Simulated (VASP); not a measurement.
The system is Tb4WO.

```
Tb W O
1.0
     3.49908    0.00000    0.00000
    -1.74954    3.03029    0.00000
     0.00000    0.00000   13.24594
Tb W O
4 1 1
Direct
  0.33333 0.66667 0.87803
  0.33333 0.66667 0.37132
  0.66667 0.33333 0.62868
  0.66667 0.33333 0.12197
  0.00000 0.00000 0.50000
  0.00000 0.00000 0.00000
```

The cell was generated, and may not be a known phase.

```yaml
Program: VASP 6.6.1
Task: relaxation of cell and atoms
Functional: PBE
Potentials_or_basis: VASP PAW PBE potentials, release 64 (Tb_3, W_sv, O), 4f in core
Cutoff: 600 eV
k_mesh: 5 × 5 × 2
Occupations: gaussian, width 0.2 eV
Spin: no spin polarisation
```

At the start: pressure 7.4 GPa; volume 23.41 Å³/atom.

Problem. Where does the relaxation end?

Solution. Over 10 steps the energy falls by 317.3 meV/atom and the volume is 23.36 Å³/atom (-0.2 %); space group P-3m1 (No. 164, to 0.1 Å) before and after.

The path:
```csv
step,energy change (eV),largest force (eV/Å),pressure (GPa),volume (Å³)
1,0.0000,4.0757,7.36,140.45
2,-0.8282,1.2361,-6.77,163.46
3,-0.9146,1.2823,-4.12,157.12
4,-1.4763,1.0049,-2.41,148.72
5,-1.8438,0.2864,2.86,135.35
6,-1.8485,0.3581,2.11,136.70
7,-1.8966,0.2073,-0.65,141.25
8,-1.8983,0.2128,-0.24,140.51
9,-1.9033,0.0802,0.06,140.27
10,-1.9038,0.0672,0.24,140.15
```

Final structure:
```
Tb W O
1.0
     3.47757    0.00000    0.00000
    -1.73879    3.01166    0.00000
     0.00000    0.00000   13.38202
Tb W O
4 1 1
Direct
  0.33333 0.66667 0.89738
  0.33333 0.66667 0.33649
  0.66667 0.33333 0.66351
  0.66667 0.33333 0.10262
  0.00000 0.00000 0.50000
  0.00000 0.00000 0.00000
```

Caveat: the k points lie up to 0.42 Å⁻¹ apart in the final cell; the run has no spin polarisation, though such a crystal can be magnetic; the relaxation stopped at a loose force limit of 0.08 eV/Å, so its end isn't a converged minimum.
